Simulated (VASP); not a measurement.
# CuO (C2/c) in VASP: single point with r2SCAN

Aim: the single point of CuO with r2SCAN.

Program: VASP 6.6.1. These are calculated values, not measurements. Logs are shortened: lines on timing, memory, paths and dates and some standing lists are left out, and cuts for length are marked.

**1. The cell of the first run**

It takes space group C2/c (No. 15, monoclinic). Conventional cell: a = 4.681 Å, b = 3.418 Å, c = 5.122 Å, α = 90.00°, β = 99.78°, γ = 90.00°. Within 2.6 Å of Cu (site symmetry -1) lie 4 O at 1.95 to 1.96 Å. O (site symmetry 2) has 6 Cu at 1.95 to 2.77 Å and 6 O at 2.62 to 2.90 Å within 2.9 Å.

**2. Single point, r2SCAN, collinear spin**

The input, POSCAR:

```
CuO
1.0
    2.3404500000     -1.7088000000      0.0000000000
    2.3404500000      1.7088000000      0.0000000000
   -1.7408000000      0.0000000000     10.0950000000
Cu O
4 4
Direct
    0.0000000000      0.5000000000      0.0000000000
    0.0000000000      0.5000000000      0.5000000000
    0.5000000000      0.0000000000      0.2500000000
    0.5000000000      0.0000000000      0.7500000000
    0.5830000000      0.4170000000      0.1250000000
    0.5830000000      0.4170000000      0.6250000000
    0.4170000000      0.5830000000      0.3750000000
    0.4170000000      0.5830000000      0.8750000000
```

The input, INCAR.step1:

```
SYSTEM = CuO
ALGO = Normal
EDIFF = 1E-4
ENCUT = 520
GGA = PE
ISMEAR = -1
ISPIN = 2
LASPH = .True.
LCHARG = .False.
LMAXMIX = 4
LREAL = .False.
LWAVE = .True.
MAGMOM = 1 0 0 0 0 0 0 0
NBANDS = 48
NELM = 150
PREC = Accurate
SIGMA = 0.05
```

The input, INCAR.step2:

```
SYSTEM = CuO
ALGO = Normal
EDIFF = 1E-6
ENCUT = 520
ISIF = 2
ISMEAR = -1
ISPIN = 2
ISTART = 1
LASPH = .True.
LCHARG = .False.
LMAXMIX = 4
LMIXTAU = .True.
LORBIT = 11
LREAL = .False.
LWAVE = .False.
MAGMOM = 1 0 0 0 0 0 0 0
METAGGA = R2SCAN
NBANDS = 48
NELM = 150
PREC = Accurate
SIGMA = 0.05
```

The input, KPOINTS:

```
k-points
0
Gamma
  6 6 2
  0 0 0
```

Potentials or basis: VASP PAW PBE potentials, release 64 (Cu, O).

On the command line:

```sh
cat potpaw_PBE.64/Cu/POTCAR potpaw_PBE.64/O/POTCAR > POTCAR
cp INCAR.step1 INCAR
mpirun -np 1 vasp_std > vasp.out
cp INCAR.step2 INCAR
mpirun -np 1 vasp_std > vasp.out
```

OUTCAR:

```text
SYSTEM = CuO
   EDIFF = 1E-6
   ENCUT = 520
   ISIF = 2
   ISMEAR = -1
   ISPIN = 2
   ISTART = 1
   LASPH = .True.
   LORBIT = 11
   LREAL = .False.
   METAGGA = R2SCAN
   NELM = 150
   PREC = Accurate

 ion  position               nearest neighbor table
   1  0.000  0.500  0.000-   5 1.95   8 1.95   8 1.96   5 1.96
   2  0.000  0.500  0.500-   6 1.95   7 1.95   7 1.96   6 1.96
   3  0.500  0.000  0.250-   7 1.95   5 1.95   7 1.96   5 1.96
   4  0.500  0.000  0.750-   8 1.95   6 1.95   8 1.96   6 1.96
   5  0.583  0.417  0.125-   3 1.95   1 1.95   3 1.96   1 1.96
   6  0.583  0.417  0.625-   4 1.95   2 1.95   4 1.96   2 1.96
   7  0.417  0.583  0.375-   2 1.95   3 1.95   3 1.96   2 1.96
   8  0.417  0.583  0.875-   1 1.95   4 1.95   4 1.96   1 1.96
[... 9 lines left out ...]
 A1 = (   2.3404500000,  -1.7088000000,   0.0000000000)
 A2 = (   2.3404500000,   1.7088000000,   0.0000000000)
 A3 = (  -1.7408000000,   0.0000000000,  10.0950000000)

Analysis of symmetry for initial positions (statically):
=====================================================================
 Subroutine PRICEL returns following result:

  LATTYP: Found a base centered monoclinic cell.
 ALAT       =     4.6809000000
 B/A-ratio  =     0.7301160033
 C/A-ratio  =     1.0942333560
 COS(beta)  =    -0.1699337220

  Lattice vectors:

 A1 = (   2.3404500000,  -1.7088000000,   0.0000000000)
 A2 = (   2.3404500000,   1.7088000000,   0.0000000000)
 A3 = (  -0.8704000000,   0.0000000000,   5.0475000000)

   2 primitive cells build up your supercell.

 Routine SETGRP: Setting up the symmetry group for a
 base centered monoclinic supercell.

 Subroutine GETGRP returns: Found  4 space group operations
 (whereof  2 operations were pure point group operations)
 out of a pool of  4 trial point group operations.

The static configuration has the point symmetry S_2 .
 The point group associated with its full space group is C_2h.

Analysis of symmetry for dynamics (positions and initial velocities):
=====================================================================
 Subroutine PRICEL returns following result:

  LATTYP: Found a base centered monoclinic cell.
 ALAT       =     4.6809000000
 B/A-ratio  =     0.7301160033
 C/A-ratio  =     1.0942333560
 COS(beta)  =    -0.1699337220

  Lattice vectors:

 A1 = (   2.3404500000,  -1.7088000000,   0.0000000000)
 A2 = (   2.3404500000,   1.7088000000,   0.0000000000)
 A3 = (  -0.8704000000,   0.0000000000,   5.0475000000)

   2 primitive cells build up your supercell.

 Routine SETGRP: Setting up the symmetry group for a
 base centered monoclinic supercell.

 Subroutine GETGRP returns: Found  4 space group operations
 (whereof  2 operations were pure point group operations)
 out of a pool of  4 trial point group operations.

The dynamic configuration has the point symmetry S_2 .
 The point group associated with its full space group is C_2h.

Analysis of structural, dynamic, and magnetic symmetry:
=====================================================================
 Subroutine PRICEL returns:
 Original cell was already a primitive cell.

 Routine SETGRP: Setting up the symmetry group for a
 base centered monoclinic supercell.

 Subroutine GETGRP returns: Found  2 space group operations
 (whereof  2 operations were pure point group operations)
 out of a pool of  4 trial point group operations.

The overall configuration has the point symmetry S_2 .

 Subroutine INISYM returns: Found  2 space group operations
 (whereof  2 operations are pure point group operations),
 and found     1 'primitive' translations

----------------------------------------------------------------------------------------

                                     Primitive cell

  volume of cell :      80.7471

  direct lattice vectors                    reciprocal lattice vectors
[... 79 lines left out ...]
  0.333333  0.000000  0.500000      2.000000
 [... further k-points ...]
   k-points           NKPTS =     40   k-points in BZ     NKDIM =     40   number of bands    NBANDS=     48
   number of dos      NEDOS =    301   number of ions     NIONS =      8
   total plane-waves  NPLWV =  46080
   dimension x,y,z NGX =    24 NGY =   24 NGZ =   80
   dimension x,y,z NGXF=    48 NGYF=   48 NGZF=  160
   ions per type =               4   4
   NGX,Y,Z   is equivalent  to a cutoff of  13.77, 13.77, 12.98 a.u.
   NGXF,Y,Z  is equivalent  to a cutoff of  27.54, 27.54, 25.97 a.u.
 SYSTEM =  CuO
   PREC   = accura    normal or accurate (medium, high low for compatibility)
   ISTART =      1    job   : 0-new  1-cont  2-samecut
   ICHARG =      0    charge: 1-file 2-atom 10-const
   ISPIN  =      2    spin polarized calculation?
   LNONCOLLINEAR =      F non collinear calculations
   LSORBIT =      F    spin-orbit coupling
   LASPH  =      T    aspherical Exc in radial PAW
   ENCUT  =  520.0 eV  38.22 Ry    6.18 a.u.   5.39  5.39 19.05*2*pi/ulx,y,z
   NELM   =    150;   NELMIN=  2; NELMDL=  0     # of ELM steps
   EDIFF  = 0.1E-05   stopping-criterion for ELM
   LREAL  =      F    real-space projection
   EDIFFG = 0.1E-04   stopping-criterion for IOM
   NSW    =      0    number of steps for IOM
   IBRION =     -1    ionic relax: 0-MD 1-quasi-New 2-CG
   NFREE  =      0    steps in history (QN), initial steepest desc. (CG)
   ISIF   =      2    stress and relaxation
   ISYM   =      2    0-nonsym 1-usesym 2-fastsym
   POTIM  = 0.5000    time-step for ionic-motion
   TEBEG  =    0.0;   TEEND  =   0.0 temperature during run
   PSTRESS=    0.0 pullay stress
   NELECT =      68.0000    total number of electrons
   NUPDOWN=      -1.0000    fix difference up-down
   EMIN   =  10.00;   EMAX   =-10.00  energy-range for DOS
   EFERMI =   0.00;   METHOD = LEGACY
   ISMEAR =    -1;   SIGMA  =   0.05  broadening in eV -4-tet -1-fermi 0-gaus
   EFERMI_NEDOS =   21; number of points for ismear=-14 and -15
   IALGO  =     38    algorithm
   IMIX   =      4    mixing-type and parameters
     AMIX     =   0.40;   BMIX     =  1.00
     AMIX_MAG =   1.60;   BMIX_MAG =  1.00
  volume/ion in A,a.u.               =      10.09        68.11
  Fermi-wavevector in a.u.,A,eV,Ry     =   1.545974  2.921467 32.518405  2.390035
  Thomas-Fermi vector in A             =   2.651276
   LORBIT       =     11    0 simple, 1 ext, 2 COOP (PROOUT), +10 PAW based schemes
   METAGGA = R2SCAN    functional components
   LHFCALC =     F    Hartree Fock is set to
   AEXX    =    0.0000 exact exchange contribution
   IVDW    =     0    specifies the selected vdW correction
   LEPSILON=     F    determine dielectric tensor
   LRPA    =     F    only Hartree local field effects (RPA)
 spin polarized calculation
  energy-cutoff  :      520.00
  volume of cell :       80.75
 maximum number of plane-waves:      2229
 NGX is ok and might be reduce to    24
   NGX = 11   NGY = 11   NGZ = 39

 number of electron      67.9999997 magnetization       0.0141433

 number of electron      67.9999997 magnetization      -0.0021943

 Free energy of the ion-electron system (eV)
  ---------------------------------------------------
  ext. energy  EPLUGINS =         0.00000000
  ---------------------------------------------------
  free energy    TOTEN  =       -72.75305226 eV

  energy without entropy =      -72.71390533  energy(sigma->0) =      -72.73347879

 E-fermi :   5.5824     XC(G=0): -12.6444

 val. band max:        5.5683707202   @ k =   0.3333   0.3333   0.5000
 cond. band min:       5.5892651236   @ k =   0.0000  -0.3333   0.5000
 fundamental gap:      0.0208944034
 Fermi energy:         5.5824451183

 spin component 1

 k-point     1 :       0.0000    0.0000    0.0000
  band No.  band energies     occupation
      1     -15.5281      1.00000
      2     -14.9394      1.00000
      3     -14.9394      1.00000
      4     -14.2359      1.00000
      5      -2.8248      1.00000
      6      -0.7365      1.00000
[... 1165 lines left out ...]
     45      17.4134      0.00000
     46      19.0001      0.00000

 [... further k-points ...]

 spin component 2

 k-point     1 :       0.0000    0.0000    0.0000
  band No.  band energies     occupation
      1     -15.5285      1.00000
      2     -14.9398      1.00000
      3     -14.9397      1.00000
      4     -14.2363      1.00000
      5      -2.8251      1.00000
      6      -0.7368      1.00000
[... 1165 lines left out ...]
     45      17.4133      0.00000
     46      19.0000      0.00000

 [... further k-points ...]

 [bands above 46 left out]

------------------------ aborting loop because EDIFF is reached ----------------------------------------

  FORCE on cell =-STRESS in cart. coord.  units (eV):
  Direction    XX          YY          ZZ          XY          YZ          ZX
  --------------------------------------------------------------------------------------
  -------------------------------------------------------------------------------------
  Total       -0.0163188      0.7907481     -0.3510274      0.0003359      0.0000958     -0.2971955
  in kB       -0.3237955     15.6899601     -6.9650571      0.0066653      0.0019004     -5.8969291
  external PRESSURE =       2.8003692 kB  Pullay stress =       0.0000000 kB

 VOLUME and BASIS-vectors are now :
 -----------------------------------------------------------------------------
  energy-cutoff  :      520.00
  volume of cell :       80.75
      direct lattice vectors                 reciprocal lattice vectors
     2.340450000 -1.708800000  0.000000000     0.213634130 -0.292602996  0.036839455
     2.340450000  1.708800000  0.000000000     0.213634130  0.292602996  0.036839455
    -1.740800000  0.000000000 10.095000000     0.000000000  0.000000000  0.099058940

 POSITION                                       TOTAL-FORCE (eV/Angst)
 -----------------------------------------------------------------------------------
      1.17023      0.85440      0.00000        -0.000000      0.000000      0.000000
      0.29983      0.85440      5.04750        -0.000000      0.000000      0.000000
      0.73503     -0.85440      2.52375         0.000015      0.000010      0.000206
     -0.13537     -0.85440      7.57125        -0.000015     -0.000010     -0.000206
      2.12285     -0.28366      1.26188        -0.000044      0.255274     -0.000036
      1.25245     -0.28366      6.30938         0.000001      0.255319     -0.000074
      1.68765      0.28366      3.78563        -0.000001     -0.255319      0.000074
      0.81725      0.28366      8.83313         0.000044     -0.255274      0.000036
 -----------------------------------------------------------------------------------
    total drift:                                0.000000      0.000000     -0.000000

  FREE ENERGIE OF THE ION-ELECTRON SYSTEM (eV)
  ---------------------------------------------------
  free  energy   TOTEN  =       -72.7530522567 eV

  energy  without entropy=      -72.7139053329  energy(sigma->0) =      -72.73347879

 total charge

# of ion       s       p       d       tot
------------------------------------------
    1        0.380   0.400   9.152   9.931
    2        0.380   0.400   9.152   9.931
    3        0.380   0.400   9.152   9.931
    4        0.380   0.400   9.152   9.931
    5        1.580   3.414   0.000   4.994
    6        1.580   3.414   0.000   4.994
    7        1.580   3.414   0.000   4.994
    8        1.580   3.414   0.000   4.994
--------------------------------------------------
tot          7.838  15.254  36.608  59.700

 magnetization (x)

# of ion       s       p       d       tot
------------------------------------------
    1       -0.000  -0.000   0.002   0.002
    2        0.000   0.000  -0.003  -0.003
    3        0.000   0.000  -0.001  -0.001
    4        0.000   0.000  -0.001  -0.001
    5        0.000   0.000   0.000   0.000
    6       -0.000  -0.001   0.000  -0.001
    7       -0.000  -0.001   0.000  -0.001
    8        0.000   0.000   0.000   0.000
--------------------------------------------------
tot         -0.000  -0.001  -0.002  -0.003
```

It took 23 min on 1 thread of Oxide Virtual Turin-like, shared host; peak memory 0.37 GiB.

What came out:

| Item | Value |
| --- | --- |
| Free energy | -72.7531 eV |
| Pressure | 0.3 GPa |
| Largest force | 0.255 eV/Å |
| Band gap on the k mesh | zero (filled and empty bands overlap) |
| Net moment | 0.00 μB per cell |
| Valence electrons inside the program's atomic spheres | Cu 9.93; O 4.99 |

Forces on the atoms (eV/Å):
```
Cu   0.000  0.000  0.000
Cu   0.000  0.000  0.000
Cu   0.000  0.000  0.000
Cu   0.000  0.000  0.000
O    0.000  0.255  0.000
O    0.000  0.255  0.000
O    0.000 -0.255  0.000
O    0.000 -0.255  0.000
```

Caveat: the k points lie up to 0.38 Å⁻¹ apart, too coarse for converged energies and pressures of a metal; the PAW data sets were made with another functional, which shifts forces and pressure a little; semilocal functionals often make such compounds metallic where correlation or magnetic order opens a gap, which also shifts bond lengths. With open d or f shells a metallic result of r2SCAN can be an artefact of self-interaction; +U or a hybrid may open a gap.
